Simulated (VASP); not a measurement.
# GaH3N in VASP: further runs

The runs below take GaH3N through single point, with PBE.

Everything below comes from runs of VASP 6.6.1. Logs are shortened: lines on timing, memory, paths and dates and some standing lists are left out, and cuts for length are marked.

## (1) The cell of the first run

The cell holds a wire or tube with vacuum around it, 10 atoms: a = 13.200 Å, b = 14.200 Å, c = 3.216 Å, α = 90.00°, β = 90.00°, γ = 90.00°.

## (2) Single point, PBE

Contents of INCAR:

```
ALGO     = Normal         # electronic algorithm
EDIFF    = 1E-7           # SCF threshold, eV
ENCUT    = 520            # plane-wave cutoff, eV
GGA      = PE             # functional
ISIF     = 2              # what is computed and relaxed
ISMEAR   = 0              # smearing method
LASPH    = True           # aspherical terms in the spheres
LCHARG   = False          # write CHGCAR
LREAL    = False          # projectors in reciprocal space
LWAVE    = False          # write WAVECAR
NBANDS   = 32             # bands
NELM     = 80             # most SCF steps
PREC     = Accurate       # precision mode
SIGMA    = 0.05           # smearing width, eV
```

Contents of KPOINTS:

```
k-points
0
Gamma
  1 1 10
```

Contents of POSCAR:

```
GaH3N
1.0
   13.2000000000      0.0000000000      0.0000000000
    0.0000000000     14.2000000000      0.0000000000
    0.0000000000      0.0000000000      3.2162589135
Ga N H
2 2 6
Direct
    0.5609139946      0.4487795108      0.0000000000
    0.4390860054      0.6089371508      0.5000000000
    0.5609139946      0.3687006909      0.5000000000
    0.4390860054      0.5288583308      0.0000000000
    0.6580276031      0.5126133082      0.0000000000
    0.4978210770      0.3272290518      0.5000000000
    0.6240069122      0.3272290518      0.5000000000
    0.5361996139      0.6727709482      0.5000000000
    0.3419723969      0.6727709482      0.5000000000
    0.3759930878      0.4873866918      0.0000000000
```

Potentials or basis: VASP PAW PBE potentials, release 64 (Ga_d, N, H).

On the command line:

```
$ cat potpaw_PBE.64/Ga_d/POTCAR potpaw_PBE.64/N/POTCAR potpaw_PBE.64/H/POTCAR > POTCAR
$ mpirun -np 1 vasp_std > vasp.out
```

OUTCAR:

```text
EDIFF = 1E-7
   ENCUT = 520
   GGA = PE
   ISIF = 2
   ISMEAR = 0
   LASPH = True
   LREAL = False
   NELM = 80
   PREC = Accurate

 ion  position               nearest neighbor table
   1  0.561  0.449  0.000-   5 1.57   3 1.97   3 1.97   4 1.97
   2  0.439  0.609  0.500-   8 1.57   9 1.57   4 1.97   4 1.97
   3  0.561  0.369  0.500-   6 1.02   7 1.02   1 1.97   1 1.97
   4  0.439  0.529  0.000-  10 1.02   2 1.97   2 1.97   1 1.97
   5  0.658  0.513  0.000-   1 1.57
   6  0.498  0.327  0.500-   3 1.02
   7  0.624  0.327  0.500-   3 1.02
   8  0.536  0.673  0.500-   2 1.57
   9  0.342  0.673  0.500-   2 1.57
  10  0.376  0.487  0.000-   4 1.02

  LATTYP: Found a simple orthorhombic cell.
 ALAT       =     3.2162589135
 B/A-ratio  =     4.1041471955
 C/A-ratio  =     4.4150674376

  Lattice vectors:

 A1 = (   0.0000000000,   0.0000000000,   3.2162589135)
 A2 = (  13.2000000000,   0.0000000000,   0.0000000000)
 A3 = (   0.0000000000,  14.2000000000,   0.0000000000)

Analysis of symmetry for initial positions (statically):
=====================================================================
 Subroutine PRICEL returns:
 Original cell was already a primitive cell.

 Routine SETGRP: Setting up the symmetry group for a
 simple orthorhombic supercell.

 Subroutine GETGRP returns: Found  2 space group operations
 (whereof  2 operations were pure point group operations)
 out of a pool of  8 trial point group operations.

The static configuration has the point symmetry C_1h.

Analysis of symmetry for dynamics (positions and initial velocities):
=====================================================================
 Subroutine PRICEL returns:
 Original cell was already a primitive cell.

 Routine SETGRP: Setting up the symmetry group for a
 simple orthorhombic supercell.

 Subroutine GETGRP returns: Found  2 space group operations
 (whereof  2 operations were pure point group operations)
 out of a pool of  8 trial point group operations.

The dynamic configuration has the point symmetry C_1h.

 Subroutine INISYM returns: Found  2 space group operations
 (whereof  2 operations are pure point group operations),
 and found     1 'primitive' translations

----------------------------------------------------------------------------------------

                                     Primitive cell

  volume of cell :     602.8556

  direct lattice vectors                    reciprocal lattice vectors
    13.200000000  0.000000000  0.000000000     0.075757576  0.000000000  0.000000000
     0.000000000 14.200000000  0.000000000     0.000000000  0.070422535  0.000000000
     0.000000000  0.000000000  3.216258913     0.000000000  0.000000000  0.310920242

  length of vectors
    13.200000000 14.200000000  3.216258913     0.075757576  0.070422535  0.310920242

  position of ions in fractional coordinates (direct lattice)
     0.560913995  0.448779511  0.000000000
     0.439086005  0.608937151  0.500000000
     0.560913995  0.368700691  0.500000000
     0.439086005  0.528858331  0.000000000
     0.658027603  0.512613308  0.000000000
     0.497821077  0.327229052  0.500000000
     0.624006912  0.327229052  0.500000000
     0.536199614  0.672770948  0.500000000
     0.341972397  0.672770948  0.500000000
     0.375993088  0.487386692  0.000000000

  ion indices of the primitive-cell ions
   primitive index   ion index
                 1           1
                 2           2
                 3           3
                 4           4
                 5           5
                 6           6
                 7           7
                 8           8
                 9           9
                10          10

----------------------------------------------------------------------------------------

 KPOINTS: k-points

Automatic generation of k-mesh.
 Grid dimensions read from file:
 generate k-points for:    1    1   10

 Generating k-lattice:

  Cartesian coordinates                     Fractional coordinates (reciprocal lattice)
     0.075757576  0.000000000  0.000000000     1.000000000  0.000000000  0.000000000
     0.000000000  0.070422535  0.000000000     0.000000000  1.000000000  0.000000000
     0.000000000  0.000000000  0.031092024     0.000000000  0.000000000  0.100000000

  Length of vectors
     0.075757576  0.070422535  0.031092024

  Shift w.r.t. Gamma in fractional coordinates (k-lattice)
     0.000000000  0.000000000  0.000000000

 Subroutine IBZKPT returns following result:
 ===========================================

 Found      6 irreducible k-points:

 Following reciprocal coordinates:
            Coordinates               Weight
  0.000000  0.000000  0.000000      1.000000
  0.000000  0.000000  0.100000      2.000000
  0.000000  0.000000  0.200000      2.000000
  0.000000  0.000000  0.300000      2.000000
  0.000000  0.000000  0.400000      2.000000
  0.000000  0.000000  0.500000      1.000000
   k-points           NKPTS =      6   k-points in BZ     NKDIM =      6   number of bands    NBANDS=     32
   number of dos      NEDOS =    301   number of ions     NIONS =     10
   total plane-waves  NPLWV = 254016
   dimension x,y,z NGX =    98 NGY =  108 NGZ =   24
   dimension x,y,z NGXF=   196 NGYF=  216 NGZF=   48
   ions per type =               2   2   6
   NGX,Y,Z   is equivalent  to a cutoff of  12.34, 12.64, 12.41 a.u.
   NGXF,Y,Z  is equivalent  to a cutoff of  24.69, 25.29, 24.81 a.u.
 SYSTEM =  unknown system
   PREC   = accura    normal or accurate (medium, high low for compatibility)
   ISTART =      0    job   : 0-new  1-cont  2-samecut
   ICHARG =      2    charge: 1-file 2-atom 10-const
   ISPIN  =      1    spin polarized calculation?
   LNONCOLLINEAR =      F non collinear calculations
   LSORBIT =      F    spin-orbit coupling
   LASPH  =      T    aspherical Exc in radial PAW
   ENCUT  =  520.0 eV  38.22 Ry    6.18 a.u.  24.54 26.40  5.98*2*pi/ulx,y,z
   NELM   =     80;   NELMIN=  2; NELMDL= -5     # of ELM steps
   EDIFF  = 0.1E-06   stopping-criterion for ELM
   LREAL  =      F    real-space projection
   EDIFFG = 0.1E-05   stopping-criterion for IOM
   NSW    =      0    number of steps for IOM
   IBRION =     -1    ionic relax: 0-MD 1-quasi-New 2-CG
   NFREE  =      0    steps in history (QN), initial steepest desc. (CG)
   ISIF   =      2    stress and relaxation
   ISYM   =      2    0-nonsym 1-usesym 2-fastsym
   POTIM  = 0.5000    time-step for ionic-motion
   TEBEG  =    0.0;   TEEND  =   0.0 temperature during run
   PSTRESS=    0.0 pullay stress
   NELECT =      42.0000    total number of electrons
   NUPDOWN=      -1.0000    fix difference up-down
   EMIN   =  10.00;   EMAX   =-10.00  energy-range for DOS
   EFERMI =   0.00;   METHOD = LEGACY
   ISMEAR =     0;   SIGMA  =   0.05  broadening in eV -4-tet -1-fermi 0-gaus
   EFERMI_NEDOS =   21; number of points for ismear=-14 and -15
   IALGO  =     38    algorithm
   IMIX   =      4    mixing-type and parameters
     AMIX     =   0.40;   BMIX     =  1.00
     AMIX_MAG =   1.60;   BMIX_MAG =  1.00
  volume/ion in A,a.u.               =      60.29       406.83
  Fermi-wavevector in a.u.,A,eV,Ry     =   0.673628  1.272972  6.173980  0.453775
  Thomas-Fermi vector in A             =   1.750104
   LORBIT       =      0    0 simple, 1 ext, 2 COOP (PROOUT), +10 PAW based schemes
   GGA     = PE    functional components
   LHFCALC =     F    Hartree Fock is set to
   AEXX    =    0.0000 exact exchange contribution
   IVDW    =     0    specifies the selected vdW correction
   LEPSILON=     F    determine dielectric tensor
   LRPA    =     F    only Hartree local field effects (RPA)
 non-spin polarized calculation
 Gauss-broadening in eV      SIGMA  =   0.05
  energy-cutoff  :      520.00
  volume of cell :      602.86
 maximum number of plane-waves:     16288
 NGX is ok and might be reduce to    98
   NGX = 49   NGY = 53   NGZ = 11

 number of electron      42.0000014 magnetization

 Free energy of the ion-electron system (eV)
  ---------------------------------------------------
  ext. energy  EPLUGINS =         0.00000000
  ---------------------------------------------------
  free energy    TOTEN  =       -44.18618619 eV

  energy without entropy =      -44.18618619  energy(sigma->0) =      -44.18618619

 E-fermi :  -3.8679     XC(G=0):  -2.1328

 val. band max:       -4.1484009031   @ k =   0.0000   0.0000   0.5000
 cond. band min:      -1.8158997275   @ k =   0.0000   0.0000   0.0000
 fundamental gap:      2.3325011756
 Fermi energy:        -3.8679164654

 k-point     1 :       0.0000    0.0000    0.0000
  band No.  band energies     occupation
      1     -22.2219      2.00000
      2     -19.7638      2.00000
      3     -18.2537      2.00000
      4     -18.2434      2.00000
      5     -18.0897      2.00000
      6     -18.0233      2.00000
[... 24 lines left out ...]
     31       2.0249      0.00000
     32       2.1903      0.00000

 k-point     2 :       0.0000    0.0000    0.1000
  band No.  band energies     occupation
      1     -22.1943      2.00000
      2     -19.7384      2.00000
      3     -18.2517      2.00000
      4     -18.2153      2.00000
      5     -18.0864      2.00000
      6     -18.0306      2.00000
[... 24 lines left out ...]
     31       2.1672      0.00000
     32       2.3371      0.00000

 k-point     3 :       0.0000    0.0000    0.2000
  band No.  band energies     occupation
      1     -22.1216      2.00000
      2     -19.6721      2.00000
      3     -18.2223      2.00000
      4     -18.1632      2.00000
      5     -18.0815      2.00000
      6     -18.0422      2.00000
[... 24 lines left out ...]
     31       2.4977      0.00000
     32       2.7635      0.00000

 k-point     4 :       0.0000    0.0000    0.3000
  band No.  band energies     occupation
      1     -22.0313      2.00000
      2     -19.5910      2.00000
      3     -18.1765      2.00000
      4     -18.1086      2.00000
      5     -18.0928      2.00000
      6     -18.0208      2.00000
[... 24 lines left out ...]
     31       3.0176      0.00000
     32       3.2981      0.00000

 k-point     5 :       0.0000    0.0000    0.4000
  band No.  band energies     occupation
      1     -21.9581      2.00000
      2     -19.5263      2.00000
      3     -18.1428      2.00000
      4     -18.1140      2.00000
      5     -18.0678      2.00000
      6     -17.9573      2.00000
[... 24 lines left out ...]
     31       3.2954      0.00000
     32       3.6372      0.00000

 k-point     6 :       0.0000    0.0000    0.5000
  band No.  band energies     occupation
      1     -21.9302      2.00000
      2     -19.5019      2.00000
      3     -18.1318      2.00000
      4     -18.1216      2.00000
      5     -18.0556      2.00000
      6     -17.8998      2.00000
[... 24 lines left out ...]
     31       3.6067      0.00000
     32       4.0646      0.00000

------------------------ aborting loop because EDIFF is reached ----------------------------------------

  FORCE on cell =-STRESS in cart. coord.  units (eV):
  Direction    XX          YY          ZZ          XY          YZ          ZX
  --------------------------------------------------------------------------------------
  -------------------------------------------------------------------------------------
  Total        0.4298610      0.9532600      3.1985666      0.4522353      0.0000000      0.0000000
  in kB        1.1424189      2.5334285      8.5006610      1.2018818      0.0000000      0.0000000
  external PRESSURE =       4.0588361 kB  Pullay stress =       0.0000000 kB

 VOLUME and BASIS-vectors are now :
 -----------------------------------------------------------------------------
  energy-cutoff  :      520.00
  volume of cell :      602.86
      direct lattice vectors                 reciprocal lattice vectors
    13.200000000  0.000000000  0.000000000     0.075757576  0.000000000  0.000000000
     0.000000000 14.200000000  0.000000000     0.000000000  0.070422535  0.000000000
     0.000000000  0.000000000  3.216258913     0.000000000  0.000000000  0.310920242

 POSITION                                       TOTAL-FORCE (eV/Angst)
 -----------------------------------------------------------------------------------
      7.40406      6.37267      0.00000         0.198462      2.049967      0.000000
      5.79594      8.64691      1.60813        -0.143462      1.638325      0.000000
      7.40406      5.23555      1.60813        -0.382786     -0.500256      0.000000
      5.79594      7.50979      0.00000         0.701935     -1.593122      0.000000
      8.68596      7.27911      0.00000        -0.049553     -0.364462      0.000000
      6.57124      4.64665      1.60813         0.073588     -0.375812      0.000000
      8.23689      4.64665      1.60813        -0.026668     -0.257889      0.000000
      7.07783      9.55335      1.60813         0.234527     -0.334208      0.000000
      4.51404      9.55335      1.60813        -0.279419     -0.287879      0.000000
      4.96311      6.92089      0.00000        -0.326624      0.025336      0.000000
 -----------------------------------------------------------------------------------
    total drift:                               -0.000410     -0.001237     -0.000002

  FREE ENERGIE OF THE ION-ELECTRON SYSTEM (eV)
  ---------------------------------------------------
  free  energy   TOTEN  =       -44.1861861947 eV

  energy  without entropy=      -44.1861861947  energy(sigma->0) =      -44.18618619
```

Wall time 7 min (1 thread of Intel Xeon Platinum 8375C at 2.90GHz (Ice Lake), shared host); peak memory 0.6 GiB.

Results:

```
Free energy            : -44.1862 eV
Largest force          : 2.060 eV/Å
Band gap on the k mesh : 2.33 eV (least direct gap 2.75 eV)
```

Forces on the atoms (eV/Å):
```
Ga   0.198  2.050  0.000
Ga  -0.143  1.638  0.000
N   -0.383 -0.500  0.000
N    0.702 -1.593  0.000
H   -0.050 -0.364  0.000
H    0.074 -0.376  0.000
H   -0.027 -0.258  0.000
H    0.235 -0.334  0.000
H   -0.279 -0.288  0.000
H   -0.327  0.025  0.000
```

## (3) Single point, PBE

This run uses another cell than the first one.

Contents of INCAR:

```
SYSTEM = GaH3N
ALGO = Normal
EDIFF = 1E-6
ENCUT = 520
GGA = PE
ISIF = 2
ISMEAR = 0
LASPH = .True.
LCHARG = .False.
LREAL = .False.
LWAVE = .False.
NBANDS = 32
NELM = 100
PREC = Accurate
SIGMA = 0.05
```

Contents of KPOINTS:

```
k-points
0
Gamma
  1 1 10
  0 0 0
```

Contents of POSCAR:

```
GaH3N
1.0
   13.2000000000      0.0000000000      0.0000000000
    0.0000000000     14.2000000000      0.0000000000
    0.0000000000      0.0000000000      3.2615856653
Ga N H
2 2 6
Direct
    0.5681574646      0.4551767688      0.0000000000
    0.4384986641      0.6187862061      0.5000000000
    0.5545596020      0.3699879103      0.5000000000
    0.4503910999      0.5324635375      0.0000000000
    0.6769159650      0.4962277104      0.0000000000
    0.4871981433      0.3343612084      0.5000000000
    0.6100944956      0.3196693059      0.5000000000
    0.5360010026      0.6811861719      0.5000000000
    0.3264675181      0.6549965673      0.5000000000
    0.3857367358      0.4924202966      0.0000000000
```

Potentials or basis: VASP PAW PBE potentials, release 64 (Ga_d, N, H).

On the command line:

```
$ cat potpaw_PBE.64/Ga_d/POTCAR potpaw_PBE.64/N/POTCAR potpaw_PBE.64/H/POTCAR > POTCAR
$ mpirun -np 1 vasp_std > vasp.out
```

Run time: 6.3 min. Hardware: 1 thread of Intel Xeon Platinum 8375C at 2.90GHz (Ice Lake), shared host; peak memory 0.58 GiB.

It converged, with:

```yaml
Free_energy: -44.5115 eV
Largest_force: 0.058 eV/Å
Band_gap_on_the_k_mesh: 3.57 eV (least direct gap 3.69 eV)
```

Forces in eV/Å, atoms in the order of the input:
```
Ga   0.038  0.044  0.000
Ga   0.000  0.041  0.000
N   -0.011 -0.039  0.000
N   -0.008 -0.020  0.000
H   -0.021 -0.014  0.000
H   -0.013  0.007  0.000
H    0.014  0.008  0.000
H   -0.011 -0.013  0.000
H    0.018 -0.010  0.000
H   -0.007 -0.004  0.000
```

Levels at points of the mesh, in eV from the valence-band top:
```csv
k point,band 17,band 18,band 19,band 20,band 21,band 22,band 23,band 24,band 25,band 26
"(0.00, 0.00, 0.00)",-1.97,-1.65,-0.68,-0.31,-0.12,3.57,4.58,5.31,5.34,5.67
"(0.00, 0.00, 0.50)",-4.07,-1.91,-1.43,-0.71,0.00,5.37,5.70,6.91,6.95,7.44
```
